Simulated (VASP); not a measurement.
Ta3Cu:

```xyz
4
Lattice="-2.0065 2.0065 4.2082 2.0065 -2.0065 4.2082 2.0065 2.0065 -4.2082" Properties=species:S:1:pos:R:3 pbc="T T T"
Ta    0.0000    0.0000    4.2082
Ta    2.0065    0.0000    2.1041
Ta    0.0000    2.0065    2.1041
Cu    0.0000    0.0000    0.0000
```

| Property | Result |
| --- | --- |
| Program | VASP 6.6.1 |
| Task | relaxation of cell and atoms |
| Functional | revPBE |
| Potentials or basis | VASP PAW PBE potentials, release 64 (Ta_pv, Cu) |
| Cutoff | 600 eV |
| k mesh | 7 × 7 × 7 |
| Occupations | fermi-dirac, width 0.05 eV |
| Spin | no spin polarisation |

At the start: pressure 3.2 GPa; volume 16.94 Å³/atom.

Task: Where does the relaxation end?

Result: Over 6 steps the energy falls by 3.1 meV/atom and the volume is 17.24 Å³/atom (+1.7 %); space group I4/mmm (No. 139, to 0.1 Å) before and after.

The path:
| step | energy change (eV) | largest force (eV/Å) | pressure (GPa) | volume (Å³) |
| --- | --- | --- | --- | --- |
| 1 | 0.0000 | 0.0000 | 3.21 | 67.77 |
| 2 | 0.0240 | 0.0000 | -5.14 | 71.16 |
| 3 | -0.0120 | 0.0000 | -0.04 | 68.99 |
| 4 | -0.0120 | 0.0000 | 0.03 | 68.96 |
| 5 | -0.0122 | 0.0000 | 0.03 | 68.96 |
| 6 | -0.0122 | 0.0000 | 0.04 | 68.95 |

Final structure:
```
CELL_PARAMETERS angstrom
-2.02123 2.02123 4.21927
2.02123 -2.02123 4.21927
2.02123 2.02123 -4.21927
ATOMIC_POSITIONS crystal
Ta 0.50000 0.50000 0.00000
Ta 0.25000 0.75000 0.50000
Ta 0.75000 0.25000 0.50000
Cu 0.00000 0.00000 0.00000
```

Caveat: the PAW data sets were made with another functional, which shifts forces and pressure a little.
